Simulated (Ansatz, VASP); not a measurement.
## Li2S: VASP beside Ansatz

```
CELL_PARAMETERS angstrom
0.00000 2.84529 2.84529
2.84529 0.00000 2.84529
2.84529 2.84529 0.00000
ATOMIC_POSITIONS crystal
Li 0.25000 0.25000 0.25000
Li 0.75000 0.75000 0.75000
S 0.00000 0.00000 0.00000
```

Alike in both runs: task single point; functional PBE-based screened hybrid; k mesh 4 × 4 × 4; no spin polarisation.

```csv
,VASP,Ansatz
version,VASP 6.6.1,Ansatz 0.2.0
potentials or method,"VASP PAW PBE potentials, release 64 (Li_sv, S)",plane waves
plane-wave cutoff (eV),650,420
occupations,"gaussian, width 0.01 eV",fixed
valence electrons in the cell,12,12
```

Ansatz gave:

* gap on the k mesh at the Fermi level (eV): 4.32
* pressure (GPa): -0.6

Problem. What did VASP give for the same quantities?

Solution. gap on the k mesh at the Fermi level (eV): 4.31; pressure (GPa): -0.9.

VASP's potentials were made for PBE, not for PBE-based screened hybrid. Ansatz's warnings: stress exchange threshold loose, stress scf threshold loose.

The k mesh is coarse, so the values compare programs but aren't converged.
